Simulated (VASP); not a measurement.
A run of VASP 6.6.1:

INCAR

```
PREC = Accurate ; ENCUT = 520
EDIFF = 1E-7 ; ISMEAR = 0
SIGMA = 0.1 ; LREAL = F
LASPH = T ; NELM = 80
ALGO = Normal ; ISIF = 2
LWAVE = F ; LCHARG = F
GGA = PE ; NBANDS = 52
```

Contents of KPOINTS:

```
regular mesh
0
Gamma
  5 5 5
```

Contents of POSCAR:

```
Yb3InC
1.0
    5.0632500000      0.0000000000      0.0000000000
    0.0000000000      5.0632500000      0.0000000000
    0.0000000000      0.0000000000      5.0632500000
Yb In C
3 1 1
Direct
    0.5000000000      0.0000000000      0.5000000000
    0.0000000000      0.5000000000      0.5000000000
    0.5000000000      0.5000000000      0.0000000000
    0.0000000000      0.0000000000      0.0000000000
    0.5000000000      0.5000000000      0.5000000000
```

Potentials or basis: VASP PAW PBE potentials, release 64 (Yb, In_d, C).

Command:

```sh
$ cat potpaw_PBE.64/Yb/POTCAR potpaw_PBE.64/In_d/POTCAR potpaw_PBE.64/C/POTCAR > POTCAR
$ mpirun -np 1 vasp_std > vasp.out
```

Hardware: 1 thread of Intel(R) Xeon(R) Platinum 8559C (Emerald Rapids), with other jobs on the host.

Q: Estimate the wall time of this run.

A: Run time: 3.1 min on 1 thread of Intel(R) Xeon(R) Platinum 8559C (Emerald Rapids) (shared host), peak memory 0.29 GiB. Counts: scf iterations 42, k points 10.
